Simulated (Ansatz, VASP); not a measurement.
## Two plane-wave programs on NaF

Contents of INCAR:

```
SYSTEM = NaF
ALGO = Normal
EDIFF = 1E-7
EDIFFG = -0.002
ENCUT = 600
GGA = PE
GGA_COMPAT = .False.
IBRION = 2
ISIF = 3
ISMEAR = 0
IVDW = 12
LASPH = .True.
LCHARG = .False.
LREAL = .False.
LWAVE = .False.
NELM = 120
NELMIN = 4
NSW = 100
PREC = Accurate
SIGMA = 0.02
```

Contents of KPOINTS:

```
k-points
0
Gamma
  8 8 8
  0 0 0
```

The input POSCAR:

```
NaF
1.0
    0.0000000000      2.3200000000      2.3200000000
    2.3200000000      0.0000000000      2.3200000000
    2.3200000000      2.3200000000      0.0000000000
Na F
1 1
Direct
    0.0000000000      0.0000000000      0.0000000000
    0.5000000000      0.5000000000      0.5000000000
```

Input for Ansatz:

```yaml
crystal:
  lattice:
    - [0.0, 2.32, 2.32]
    - [2.32, 0.0, 2.32]
    - [2.32, 2.32, 0.0]
  atoms:
    - { symbol: Na, position: [0.0, 0.0, 0.0] }
    - { symbol: F, position: [0.5, 0.5, 0.5] }
basis:
  ecutwfc: 420
kpoints:
  mp_grid: { grid: [8, 8, 8] }
hamiltonian:
  xc: pbe
  dispersion: d3bj
  pseudopotentials: { kind: paw, azcp: { folder: soft_1 } }
scf:
  occupations: { method: gaussian, width: 0.02 }
output:
  forces: true
  stress: true
  eigenvalues: true
relax:
  adjacent_minimum: "off"
  f_tol: 0.002
  max_steps: 80
  cell: { stress_tol: 0.02 }
```

Alike in both runs: task relaxation of cell and atoms; functional PBE; dispersion D3(BJ); k mesh 8 × 8 × 8; occupations gaussian, width 0.02 eV; no spin polarisation.

|  | VASP | Ansatz |
| --- | --- | --- |
| version | VASP 6.6.1 | Ansatz 0.2.0 |
| potentials or method | VASP PAW PBE potentials, release 64 (Na_pv, F), cutoff 600 eV | scalar-relativistic, plane waves, PAW |
| valence electrons in the cell | 14 | 16 |

```tsv
	VASP	Ansatz	Ansatz less VASP
gap on the k mesh at the Fermi level, each at its own relaxed structure (eV)	6.35	6.34	-0.011
relaxed volume (Å³/atom)	12.34	12.39	+0.055
relaxed cell length with the largest relative difference (Å)	3.268	3.273	+0.0049
```

VASP's potentials hold 14 valence electrons a cell and Ansatz's 16, so a difference there can come from the potentials and not from the codes.
